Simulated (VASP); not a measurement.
Set up this calculation in VASP 6.6.1, as the native input.

* Task: relaxation of cell and atoms
* Functional: PBE
* Potentials or basis: VASP PAW PBE potentials, release 64 (Ga_d, O)
* Cutoff: 600 eV
* k mesh: 6 × 6 × 6
* Occupations: gaussian, width 0.1 eV
* Spin: no spin polarisation
* Dipole correction: no
* Further INCAR settings: ALGO = Normal; EDIFF = 1e-06; IBRION = 2; EDIFFG = -0.04; NSW = 90; ISIF = 3

The structure of GaO3 lies in POSCAR:

```
GaO3
1.0
   -2.3838979300      2.3838979300      2.3838979300
    2.3838979300     -2.3838979300      2.3838979300
    2.3838979300      2.3838979300     -2.3838979300
Ga O
1 3
Direct
    0.0000000000      0.0000000000      0.0000000000
    0.0000000000      0.5000000000      0.5000000000
    0.5000000000      0.0000000000      0.5000000000
    0.5000000000      0.5000000000      0.0000000000
```

The cell was generated, and may not be a known phase.

One way to write it, as run:

INCAR

```
SYSTEM = GaO3
ALGO = Normal
EDIFF = 1E-6
EDIFFG = -0.04
ENCUT = 600
GGA = PE
IBRION = 2
ISIF = 3
ISMEAR = 0
LASPH = .TRUE.
LCHARG = .FALSE.
LREAL = .FALSE.
LWAVE = .FALSE.
NELM = 80
NSW = 90
PREC = Accurate
SIGMA = 0.1
```

KPOINTS

```
k-points
0
G
  6 6 6
  0 0 0
```

Potentials or basis: VASP PAW PBE potentials, release 64 (Ga_d, O).

Launch:

```sh
$ cat potpaw_PBE.64/Ga_d/POTCAR potpaw_PBE.64/O/POTCAR > POTCAR
$ mpirun -np 1 vasp_std > vasp.out
```

Results of the run:

The relaxed volume is 8.97 Å³/atom, the relaxed cell is a = 3.599 Å, b = 3.599 Å, c = 3.599 Å, α = 109.47°, β = 109.47°, γ = 109.47° and the space group after relaxing (to 0.1 Å) is Im-3m (No. 229). The energy gained by relaxing is 602.3 meV/atom. The ionic steps are 3, the pressure after relaxing is -0.2 GPa and the band gap on the k mesh is zero (an odd number of electrons rules out a gap without spin polarisation).

Caveat: the volume moved by over 15 % at a fixed basis, so the end points are rough; an odd number of electrons without spin polarisation forces a metal; a magnetic or distorted state may lie lower.

It took 63 s on 1 thread of AMD EPYC 7R13, with other jobs on the host, peak memory 0.19 GiB.
